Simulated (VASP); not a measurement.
Input of a VASP 6.6.1 run:

File INCAR:

```
PREC     = Accurate       # precision mode
ENCUT    = 520            # plane-wave cutoff, eV
EDIFF    = 1E-6           # SCF threshold, eV
ISMEAR   = 0              # smearing method
SIGMA    = 0.1            # smearing width, eV
LREAL    = Auto         
LASPH    = True           # aspherical terms in the spheres
NELM     = 60             # most SCF steps
ALGO     = Normal         # electronic algorithm
ISIF     = 2              # what is computed and relaxed
LWAVE    = False          # write WAVECAR
LCHARG   = True           # write CHGCAR
GGA      = PE             # functional
LELF     = True           # ELF
LVHAR    = True         
NBANDS   = 61             # bands
ISYM     = 0
```

File KPOINTS:

```
Automatic mesh
0
Gamma
  3 3 3
```

File POSCAR:

```
AlTl2InB4Sb4P4
1.0
   -7.1107031721      4.6053973874     -0.8451533422
   -6.8930514191     -0.5839083535      4.0907382117
    1.4124194719      5.0067975733      4.8066477872
B Al P In Sb Tl
4 1 4 1 4 2
Direct
    0.9432577020      0.0159899077      0.0101490032
    0.5153110071      0.4617818020      0.0081187729
    0.6032413910      0.1172562647      0.2427336360
    0.5350086068      0.4811084765      0.4500348004
   -0.0092115117      0.0159116223      0.4636618028
    0.8854422533      0.9036652215      0.2512098929
    0.8073155578      0.3716776203      0.3293692818
    0.4198632961      0.4150632877      0.2740637449
    0.8025342678      0.3260796798      0.0194349905
    0.0478705490      0.5003459297      0.1830600197
    0.3745665378      0.8351698324      0.5146691972
    0.8480247528      0.9252343246      0.7822504802
    0.2971027410      0.8305587907      0.9360812559
    0.4745514080      0.3469035177      0.7432738042
    0.4368988522      0.0330218999      0.0897662241
    0.0277900020      0.4256385990      0.7027245326
```

Potentials or basis: VASP PAW PBE potentials, release 64 (B, Al, P, In_d, Sb, Tl_d).

The run is started by

```sh
$ cat potpaw_PBE.64/B/POTCAR potpaw_PBE.64/Al/POTCAR potpaw_PBE.64/P/POTCAR potpaw_PBE.64/In_d/POTCAR potpaw_PBE.64/Sb/POTCAR potpaw_PBE.64/Tl_d/POTCAR > POTCAR
$ mpirun -np 1 vasp_std > vasp.out
```

Problem. Estimate the pressure.

Solution. 0.1 GPa.

Problem. What does it give for the largest force?

Solution. 0.063 eV/Å.

Problem. Estimate the band gap on the k mesh.

Solution. 0.06 eV (least direct gap 0.21 eV).

Stress tensor (GPa, compression positive):
```
 0.20 -0.06  0.06
-0.06  0.02  0.00
 0.06  0.00 -0.01
```

Caveat: spin-orbit coupling is left out, which moves the levels of the heavy elements. A k mesh can miss the band edges.
